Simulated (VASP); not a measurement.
A run of VASP 6.6.1 is set up as follows.

INCAR

```
SYSTEM = GaN
PREC = Accurate
ENCUT = 520
EDIFF = 1E-7
ISMEAR = 0
SIGMA = 0.02
LREAL = .False.
LASPH = .True.
NELM = 60
ALGO = Normal
ISIF = 2
LWAVE = .False.
LCHARG = .True.
GGA = PS
LELF = .True.
LVHAR = .True.
NBANDS = 26
```

KPOINTS

```
Automatic mesh
0
Gamma
  9 9 5
  0 0 0
```

Contents of POSCAR:

```
GaN
1.0
    3.0758056116      0.0000000000      0.0000000000
   -1.5379028058      2.6637257968      0.0000000000
    0.0000000000      0.0000000000      5.4021760533
Ga N
2 2
Direct
    0.3333333333      0.6666666667     -0.0008058932
    0.6666666667      0.3333333333      0.4991941068
    0.3333333333      0.6666666667      0.3758058932
    0.6666666667      0.3333333333      0.8758058932
```

Potentials or basis: VASP PAW PBE potentials, release 64 (Ga_d, N).

Run with:

```sh
$ cat potpaw_PBE.64/Ga_d/POTCAR potpaw_PBE.64/N/POTCAR > POTCAR
$ mpirun -np 1 vasp_std > vasp.out
```

Q: What does it give for the largest force?

A: 0.638 eV/Å.

Q: What does it give for the band gap on the k mesh?

A: 1.72 eV, direct.

Q: Estimate the pressure.

A: 6.9 GPa.

Forces in eV/Å, atoms in the order of the input:
```
Ga   0.000  0.000  0.638
Ga   0.000  0.000  0.638
N    0.000  0.000 -0.638
N    0.000  0.000 -0.638
```

Caveat: the PAW data sets were made with another functional, which shifts forces and pressure a little.
